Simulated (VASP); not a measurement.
# CaO in VASP: further runs

Runs on CaO. Level: r2SCAN. Tasks: single point.

All numbers are computed with VASP 6.6.1; they aren't measurements. Logs are shortened: lines on timing, memory, paths and dates and some standing lists are left out, and cuts for length are marked.

**1. The cell of the first run**

The structure is cubic, space group Pm-3m (No. 221). Conventional cell: a = 2.934 Å, b = 2.934 Å, c = 2.934 Å, α = 90.00°, β = 90.00°, γ = 90.00°. Within 3.4 Å of Ca (site symmetry m-3m) lie 8 O at 2.54 Å and 6 Ca at 2.93 Å. Within 3.4 Å of O (site symmetry m-3m) lie 8 Ca at 2.54 Å and 6 O at 2.93 Å.

**2. Single point, r2SCAN**

File POSCAR:

```
CaO
1.0
    2.9343009382      0.0000000000      0.0000000000
    0.0000000000      2.9343009382      0.0000000000
    0.0000000000      0.0000000000      2.9343009382
Ca O
1 1
Direct
    0.0000000000      0.0000000000      0.0000000000
    0.5000000000      0.5000000000      0.5000000000
```

File INCAR.step1:

```
ALGO     = Normal         # electronic algorithm
EDIFF    = 1E-4           # SCF threshold, eV
ENCUT    = 520            # plane-wave cutoff, eV
GGA      = PE             # functional
ISMEAR   = 0              # smearing method
LASPH    = True           # aspherical terms in the spheres
LCHARG   = False          # write CHGCAR
LREAL    = False          # projectors in reciprocal space
LWAVE    = True           # write WAVECAR
NBANDS   = 15             # bands
NELM     = 80             # most SCF steps
PREC     = Accurate       # precision mode
SIGMA    = 0.05           # smearing width, eV
```

File INCAR.step2:

```
ALGO     = Normal         # electronic algorithm
EDIFF    = 1E-6           # SCF threshold, eV
ENCUT    = 520            # plane-wave cutoff, eV
ISIF     = 2              # what is computed and relaxed
ISMEAR   = 0              # smearing method
ISTART   = 1            
LASPH    = True           # aspherical terms in the spheres
LCHARG   = False          # write CHGCAR
LMIXTAU  = True         
LREAL    = False          # projectors in reciprocal space
LWAVE    = False          # write WAVECAR
METAGGA  = R2SCAN         # meta-GGA
NBANDS   = 15             # bands
NELM     = 80             # most SCF steps
PREC     = Accurate       # precision mode
SIGMA    = 0.05           # smearing width, eV
```

File KPOINTS:

```
k-points
0
Gamma
  8 8 8
```

Potentials or basis: VASP PAW PBE potentials, release 64 (Ca_sv, O).

Command:

```bash
> cat potpaw_PBE.64/Ca_sv/POTCAR potpaw_PBE.64/O/POTCAR > POTCAR
> cp INCAR.step1 INCAR
> mpirun -np 1 vasp_std > vasp.out
> cp INCAR.step2 INCAR
> mpirun -np 1 vasp_std > vasp.out
```

OUTCAR:

```text
EDIFF = 1E-6
   ENCUT = 520
   ISIF = 2
   ISMEAR = 0
   ISTART = 1
   LASPH = True
   LREAL = False
   METAGGA = R2SCAN
   NELM = 80
   PREC = Accurate

 ion  position               nearest neighbor table
   1  0.000  0.000  0.000-   2 2.54   2 2.54   2 2.54   2 2.54   2 2.54   2 2.54   2 2.54   2 2.54

   2  0.500  0.500  0.500-   1 2.54   1 2.54   1 2.54   1 2.54   1 2.54   1 2.54   1 2.54   1 2.54

  LATTYP: Found a simple cubic cell.
 ALAT       =     2.9343009382

  Lattice vectors:

 A1 = (   2.9343009382,   0.0000000000,   0.0000000000)
 A2 = (   0.0000000000,   2.9343009382,   0.0000000000)
 A3 = (   0.0000000000,   0.0000000000,   2.9343009382)

Analysis of symmetry for initial positions (statically):
=====================================================================
 Subroutine PRICEL returns:
 Original cell was already a primitive cell.

 Routine SETGRP: Setting up the symmetry group for a
 simple cubic supercell.

 Subroutine GETGRP returns: Found 48 space group operations
 (whereof 48 operations were pure point group operations)
 out of a pool of 48 trial point group operations.

The static configuration has the point symmetry O_h .

Analysis of symmetry for dynamics (positions and initial velocities):
=====================================================================
 Subroutine PRICEL returns:
 Original cell was already a primitive cell.

 Routine SETGRP: Setting up the symmetry group for a
 simple cubic supercell.

 Subroutine GETGRP returns: Found 48 space group operations
 (whereof 48 operations were pure point group operations)
 out of a pool of 48 trial point group operations.

The dynamic configuration has the point symmetry O_h .

 Subroutine INISYM returns: Found 48 space group operations
 (whereof 48 operations are pure point group operations),
 and found     1 'primitive' translations

----------------------------------------------------------------------------------------

                                     Primitive cell

  volume of cell :      25.2647

  direct lattice vectors                    reciprocal lattice vectors
     2.934300938  0.000000000  0.000000000     0.340796674  0.000000000  0.000000000
     0.000000000  2.934300938  0.000000000     0.000000000  0.340796674  0.000000000
     0.000000000  0.000000000  2.934300938     0.000000000  0.000000000  0.340796674

  length of vectors
     2.934300938  2.934300938  2.934300938     0.340796674  0.340796674  0.340796674

  position of ions in fractional coordinates (direct lattice)
     0.000000000  0.000000000  0.000000000
     0.500000000  0.500000000  0.500000000

  ion indices of the primitive-cell ions
   primitive index   ion index
                 1           1
                 2           2

----------------------------------------------------------------------------------------

 KPOINTS: k-points

Automatic generation of k-mesh.
 Grid dimensions read from file:
 generate k-points for:    8    8    8

 Generating k-lattice:

  Cartesian coordinates                     Fractional coordinates (reciprocal lattice)
     0.042599584  0.000000000  0.000000000     0.125000000  0.000000000  0.000000000
     0.000000000  0.042599584  0.000000000     0.000000000  0.125000000  0.000000000
     0.000000000  0.000000000  0.042599584     0.000000000  0.000000000  0.125000000

  Length of vectors
     0.042599584  0.042599584  0.042599584

  Shift w.r.t. Gamma in fractional coordinates (k-lattice)
     0.000000000  0.000000000  0.000000000

 Subroutine IBZKPT returns following result:
 ===========================================

 Found     35 irreducible k-points:

 Following reciprocal coordinates:
            Coordinates               Weight
  0.000000  0.000000  0.000000      1.000000
  0.125000  0.000000  0.000000      6.000000
  0.250000  0.000000  0.000000      6.000000
  0.375000  0.000000  0.000000      6.000000
  0.500000  0.000000  0.000000      3.000000
  0.125000  0.125000  0.000000     12.000000
[... 16 lines left out ...]
  0.375000  0.375000  0.125000     24.000000
  0.500000  0.375000  0.125000     24.000000
 [... further k-points ...]
   k-points           NKPTS =     35   k-points in BZ     NKDIM =     35   number of bands    NBANDS=     15
   number of dos      NEDOS =    301   number of ions     NIONS =      2
   total plane-waves  NPLWV =  13824
   dimension x,y,z NGX =    24 NGY =   24 NGZ =   24
   dimension x,y,z NGXF=    48 NGYF=   48 NGZF=   48
   ions per type =               1   1
   NGX,Y,Z   is equivalent  to a cutoff of  13.60, 13.60, 13.60 a.u.
   NGXF,Y,Z  is equivalent  to a cutoff of  27.19, 27.19, 27.19 a.u.
 SYSTEM =  unknown system
   PREC   = accura    normal or accurate (medium, high low for compatibility)
   ISTART =      1    job   : 0-new  1-cont  2-samecut
   ICHARG =      0    charge: 1-file 2-atom 10-const
   ISPIN  =      1    spin polarized calculation?
   LNONCOLLINEAR =      F non collinear calculations
   LSORBIT =      F    spin-orbit coupling
   LASPH  =      T    aspherical Exc in radial PAW
   ENCUT  =  520.0 eV  38.22 Ry    6.18 a.u.   5.46  5.46  5.46*2*pi/ulx,y,z
   NELM   =     80;   NELMIN=  2; NELMDL=  0     # of ELM steps
   EDIFF  = 0.1E-05   stopping-criterion for ELM
   LREAL  =      F    real-space projection
[... 7 lines left out ...]
   TEBEG  =    0.0;   TEEND  =   0.0 temperature during run
   PSTRESS=    0.0 pullay stress
   NELECT =      16.0000    total number of electrons
   NUPDOWN=      -1.0000    fix difference up-down
   EMIN   =  10.00;   EMAX   =-10.00  energy-range for DOS
   EFERMI =   0.00;   METHOD = LEGACY
   ISMEAR =     0;   SIGMA  =   0.05  broadening in eV -4-tet -1-fermi 0-gaus
   EFERMI_NEDOS =   21; number of points for ismear=-14 and -15
   IALGO  =     38    algorithm
   IMIX   =      4    mixing-type and parameters
     AMIX     =   0.40;   BMIX     =  1.00
     AMIX_MAG =   1.60;   BMIX_MAG =  1.00
  volume/ion in A,a.u.               =      12.63        85.25
  Fermi-wavevector in a.u.,A,eV,Ry     =   1.405865  2.656699 26.891308  1.976455
  Thomas-Fermi vector in A             =   2.528283
   LORBIT       =      0    0 simple, 1 ext, 2 COOP (PROOUT), +10 PAW based schemes
   METAGGA = R2SCAN    functional components
   LHFCALC =     F    Hartree Fock is set to
   AEXX    =    0.0000 exact exchange contribution
   IVDW    =     0    specifies the selected vdW correction
   LEPSILON=     F    determine dielectric tensor
   LRPA    =     F    only Hartree local field effects (RPA)
 non-spin polarized calculation
 Gauss-broadening in eV      SIGMA  =   0.05
  energy-cutoff  :      520.00
  volume of cell :       25.26
 maximum number of plane-waves:       703
 NGX is ok and might be reduce to    24
   NGX = 11   NGY = 11   NGZ = 11

 number of electron      15.9999994 magnetization

 Free energy of the ion-electron system (eV)
  ---------------------------------------------------
  ext. energy  EPLUGINS =         0.00000000
  ---------------------------------------------------
  free energy    TOTEN  =       -18.50258595 eV

  energy without entropy =      -18.50258595  energy(sigma->0) =      -18.50258595

 E-fermi :   3.9049     XC(G=0): -11.7194

 val. band max:        3.6887405755   @ k =   0.5000   0.5000   0.0000
 cond. band min:       6.9727077443   @ k =   0.0000   0.0000   0.0000
 fundamental gap:      3.2839671689
 Fermi energy:         3.9049142870

 k-point     1 :       0.0000    0.0000    0.0000
  band No.  band energies     occupation
      1     -37.2144      2.00000
      2     -16.8343      2.00000
      3     -16.8343      2.00000
      4     -16.8343      2.00000
      5     -13.6274      2.00000
      6       3.3803      2.00000
      7       3.3803      2.00000
      8       3.3803      2.00000
      9       6.9727      0.00000
     10       6.9727      0.00000
     11       9.4167      0.00000
     12      12.5577      0.00000
     13      12.5577      0.00000
     14      12.5577      0.00000
     15      23.5718      0.00000

 k-point     2 :       0.1250    0.0000    0.0000
  band No.  band energies     occupation
      1     -37.1930      2.00000
      2     -17.0826      2.00000
      3     -16.8178      2.00000
      4     -16.8178      2.00000
      5     -13.4286      2.00000
      6       2.6713      2.00000
      7       3.3168      2.00000
      8       3.3168      2.00000
      9       7.0951      0.00000
     10       7.6298      0.00000
     11      10.0541      0.00000
     12      12.4947      0.00000
     13      12.4947      0.00000
     14      12.5988      0.00000
     15      22.6876      0.00000

 k-point     3 :       0.2500    0.0000    0.0000
  band No.  band energies     occupation
      1     -37.1408      2.00000
      2     -17.6020      2.00000
      3     -16.7774      2.00000
      4     -16.7774      2.00000
      5     -13.0125      2.00000
      6       1.3909      2.00000
      7       3.1594      2.00000
      8       3.1594      2.00000
      9       7.4133      0.00000
     10       9.1188      0.00000
     11      11.4564      0.00000
     12      12.3769      0.00000
     13      12.3769      0.00000
     14      12.7002      0.00000
     15      20.9650      0.00000

 k-point     4 :       0.3750    0.0000    0.0000
  band No.  band energies     occupation
      1     -37.0878      2.00000
      2     -18.0519      2.00000
      3     -16.7367      2.00000
      4     -16.7367      2.00000
      5     -12.6431      2.00000
      6       0.3723      2.00000
      7       2.9969      2.00000
      8       2.9969      2.00000
      9       7.7710      0.00000
     10      10.6668      0.00000
     11      12.3027      0.00000
     12      12.3027      0.00000
     13      12.8044      0.00000
     14      13.1057      0.00000
     15      19.5322      0.00000
[... 307 lines left out ...]
 k-point    22 :       0.5000    0.2500    0.1250
  band No.  band energies     occupation
      1     -36.9803      2.00000
      2     -17.9260      2.00000
      3     -17.2063      2.00000
      4     -16.8172      2.00000
      5     -12.7149      2.00000
      6       0.8015      2.00000
      7       1.9747      2.00000
      8       3.0216      2.00000
      9       8.8920      0.00000
     10      10.0764      0.00000
     11      11.2122      0.00000
     12      11.7800      0.00000
     13      12.1911      0.00000
     14      16.9283      0.00000
     15      17.8073      0.00000

 k-point    23 :       0.3750    0.3750    0.1250
  band No.  band energies     occupation
      1     -36.9531      2.00000
      2     -17.6652      2.00000
      3     -17.5531      2.00000
      4     -16.7969      2.00000
      5     -12.8113      2.00000
      6       1.2738      2.00000
      7       1.5684      2.00000
      8       2.9734      2.00000
      9       8.8894      0.00000
     10       9.8382      0.00000
     11      11.0656      0.00000
     12      11.5166      0.00000
     13      12.5463      0.00000
     14      16.2502      0.00000
     15      19.9175      0.00000

 k-point    24 :       0.5000    0.3750    0.1250
  band No.  band energies     occupation
      1     -36.9330      2.00000
      2     -17.7493      2.00000
      3     -17.5383      2.00000
      4     -16.7797      2.00000
      5     -12.8465      2.00000
      6       1.2105      2.00000
      7       1.5410      2.00000
      8       3.0157      2.00000
      9       8.8066      0.00000
     10       9.6733      0.00000
     11      11.0639      0.00000
     12      11.2191      0.00000
     13      13.1507      0.00000
     14      17.8756      0.00000
     15      18.0927      0.00000

 [... further k-points ...]
[... 5 lines left out ...]
  --------------------------------------------------------------------------------------
  -------------------------------------------------------------------------------------
  Total       -0.4304823     -0.4304823     -0.4304823      0.0000000      0.0000000     -0.0000000
  in kB      -27.2993283    -27.2993283    -27.2993283      0.0000000      0.0000000     -0.0000000
  external PRESSURE =     -27.2993283 kB  Pullay stress =       0.0000000 kB

 VOLUME and BASIS-vectors are now :
 -----------------------------------------------------------------------------
  energy-cutoff  :      520.00
  volume of cell :       25.26
      direct lattice vectors                 reciprocal lattice vectors
     2.934300938  0.000000000  0.000000000     0.340796674  0.000000000  0.000000000
     0.000000000  2.934300938  0.000000000     0.000000000  0.340796674  0.000000000
     0.000000000  0.000000000  2.934300938     0.000000000  0.000000000  0.340796674

 POSITION                                       TOTAL-FORCE (eV/Angst)
 -----------------------------------------------------------------------------------
      0.00000      0.00000      0.00000         0.000000      0.000000      0.000000
      1.46715      1.46715      1.46715         0.000000      0.000000      0.000000
 -----------------------------------------------------------------------------------
    total drift:                                0.000000      0.000000     -0.000000

  FREE ENERGIE OF THE ION-ELECTRON SYSTEM (eV)
  ---------------------------------------------------
  free  energy   TOTEN  =       -18.5025859504 eV

  energy  without entropy=      -18.5025859504  energy(sigma->0) =      -18.50258595
```

Wall time 24 s (1 thread of Intel Xeon Platinum 8559C (Emerald Rapids), shared host); peak memory 0.14 GiB.

Results:

```
Free energy            : -18.5026 eV
Pressure               : -2.7 GPa
Band gap on the k mesh : 3.28 eV, indirect (least direct gap 3.59 eV)
```

Caveat: the PAW data sets were made with another functional, which shifts forces and pressure a little.

**3. Single point, r2SCAN (volume scaled by 1.040)**

File POSCAR:

```
CaO
1.0
    2.9411093659      0.0000000000      0.0000000000
    0.0000000000      2.9411093659      0.0000000000
    0.0000000000      0.0000000000      2.9411093659
Ca O
1 1
Direct
    0.0000000000      0.0000000000      0.0000000000
    0.5000000000      0.5000000000      0.5000000000
```

File INCAR.step1:

```
  PREC = Accurate
  ENCUT = 520
  ISMEAR = 0
  SIGMA = 0.05
  LREAL = False
  LASPH = True
  NELM = 60
  NBANDS = 15
  GGA = PE
  ALGO = Normal
  EDIFF = 1E-4
  LWAVE = True
  LCHARG = False
```

File INCAR.step2:

```
  PREC = Accurate
  ENCUT = 520
  EDIFF = 1E-6
  ISMEAR = 0
  SIGMA = 0.05
  LREAL = False
  LASPH = True
  NELM = 60
  ALGO = Normal
  ISIF = 2
  LWAVE = False
  LCHARG = True
  METAGGA = R2SCAN
  LMIXTAU = True
  LELF = True
  LVHAR = True
  NBANDS = 15
  ISTART = 1
```

File KPOINTS:

```
regular mesh
0
Gamma
  8 8 8
```

Potentials or basis: VASP PAW PBE potentials, release 64 (Ca_sv, O).

Command:

```bash
> cat potpaw_PBE.64/Ca_sv/POTCAR potpaw_PBE.64/O/POTCAR > POTCAR
> cp INCAR.step1 INCAR
> mpirun -np 1 vasp_std > vasp.out
> cp INCAR.step2 INCAR
> mpirun -np 1 vasp_std > vasp.out
```

It took 25 s on 1 thread of Intel Xeon Platinum 8559C (Emerald Rapids), shared host; peak memory 0.15 GiB.

Results (log left out):

```
Free energy            : -18.4994 eV
Pressure               : -3.5 GPa
Band gap on the k mesh : 3.28 eV, indirect (least direct gap 3.59 eV)
```

Levels at points of the mesh, in eV from the valence-band top:
```csv
k point,band 4,band 5,band 6,band 7,band 8,band 9,band 10,band 11,band 12,band 13
"(0.00, 0.00, 0.00)",-20.55,-17.30,-0.31,-0.31,-0.31,3.28,3.28,5.65,8.83,8.83
"(0.50, 0.00, 0.00)",-20.44,-16.19,-3.68,-0.75,-0.75,4.24,7.57,8.55,8.55,9.11
"(0.50, 0.50, 0.00)",-20.35,-16.65,-2.11,-2.11,0.00,4.39,5.21,7.04,7.04,10.17
"(0.50, 0.50, 0.50)",-21.21,-16.17,-3.29,-3.29,-3.29,8.35,8.35,8.35,10.29,10.29
```

Caveat: the PAW data sets were made with another functional, which shifts forces and pressure a little. A k mesh can miss the band edges.

**4. Single point, r2SCAN (volume scaled by 1.070)**

File POSCAR:

```
CaO
1.0
    2.9691216172      0.0000000000      0.0000000000
    0.0000000000      2.9691216172      0.0000000000
    0.0000000000      0.0000000000      2.9691216172
Ca O
1 1
Direct
    0.0000000000      0.0000000000      0.0000000000
    0.5000000000      0.5000000000      0.5000000000
```

File INCAR.step1:

```
ALGO = Normal
EDIFF = 1E-4
ENCUT = 520
GGA = PE
ISMEAR = 0
LASPH = True
LCHARG = False
LREAL = False
LWAVE = True
NBANDS = 15
NELM = 60
PREC = Accurate
SIGMA = 0.05
```

File INCAR.step2:

```
ALGO = Normal
EDIFF = 1E-7
ENCUT = 520
ISIF = 2
ISMEAR = 0
ISTART = 1
LASPH = True
LCHARG = False
LMIXTAU = True
LREAL = False
LWAVE = False
METAGGA = R2SCAN
NBANDS = 15
NELM = 60
PREC = Accurate
SIGMA = 0.05
```

File KPOINTS:

```
k-points
0
Gamma
  8 8 8
```

Command:

```bash
> cat potpaw_PBE.64/Ca_sv/POTCAR potpaw_PBE.64/O/POTCAR > POTCAR
> cp INCAR.step1 INCAR
> mpirun -np 1 vasp_std > vasp.out
> cp INCAR.step2 INCAR
> mpirun -np 1 vasp_std > vasp.out
```

Wall time 26 s (1 thread of Intel Xeon Platinum 8559C (Emerald Rapids), shared host); peak memory 0.15 GiB.

It converged, with:

| Quantity | Value |
| --- | --- |
| Free energy | -18.4777 eV |
| Pressure | -6.3 GPa |
| Band gap on the k mesh | 3.29 eV, indirect (least direct gap 3.60 eV) |

Levels at points of the mesh, in eV from the valence-band top:
| k point | band 5 | band 6 | band 7 | band 8 | band 9 | band 10 | band 11 | band 12 |
| --- | --- | --- | --- | --- | --- | --- | --- | --- |
| (0.00, 0.00, 0.00) | -17.21 | -0.31 | -0.31 | -0.31 | 3.29 | 3.29 | 5.33 | 8.66 |
| (0.50, 0.00, 0.00) | -16.21 | -3.60 | -0.72 | -0.72 | 4.21 | 7.39 | 8.37 | 8.37 |
| (0.50, 0.50, 0.00) | -16.59 | -2.08 | -2.08 | 0.00 | 4.32 | 5.11 | 6.94 | 6.94 |
| (0.50, 0.50, 0.50) | -16.14 | -3.17 | -3.17 | -3.17 | 8.16 | 8.16 | 8.16 | 10.06 |

Caveat: the PAW data sets were made with another functional, which shifts forces and pressure a little.

[end of part 1 of 2]
